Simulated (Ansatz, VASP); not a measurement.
Two plane-wave programs on Si3C2

```
Si C
1.0
     2.90956    0.00000    0.00000
    -1.45478    2.51975    0.00000
     0.00000    0.00000   14.46925
Si C
6 4
Direct
  0.33333 0.66667 0.41618
  0.33333 0.66667 0.58382
  0.66667 0.33333 0.91486
  0.66667 0.33333 0.08514
  0.66667 0.33333 0.25894
  0.66667 0.33333 0.74106
  0.33333 0.66667 0.80173
  0.33333 0.66667 0.00000
  0.33333 0.66667 0.19827
  0.66667 0.33333 0.50000
```

Alike in both runs: functional PBE; k mesh 12 × 12 × 4; occupations gaussian, width 0.1 eV; no spin polarisation.

Ansatz relaxed the structure, and its values are those at the end. VASP's run is a single point on that final structure, the one shown.

|  | VASP | Ansatz |
| --- | --- | --- |
| version | VASP 6.6.1 | Ansatz 0.2.0 |
| potentials or method | VASP PAW PBE potentials, release 64 (Si, C), cutoff 520 eV | scalar-relativistic, plane waves, PAW |
| valence electrons in the cell | 40 | 40 |

Ansatz gave:

```
gap on the k mesh at the Fermi level (eV) : none
pressure (GPa)                            : 0.0
rms of the force components (eV/Å)        : 0.002
```

Task: Estimate VASP's values.

Result: gap on the k mesh at the Fermi level (eV): none; pressure (GPa): 0.1; rms of the force components (eV/Å): 0.008.

A gap of «none» marks a metal or a gap that the smearing closes.
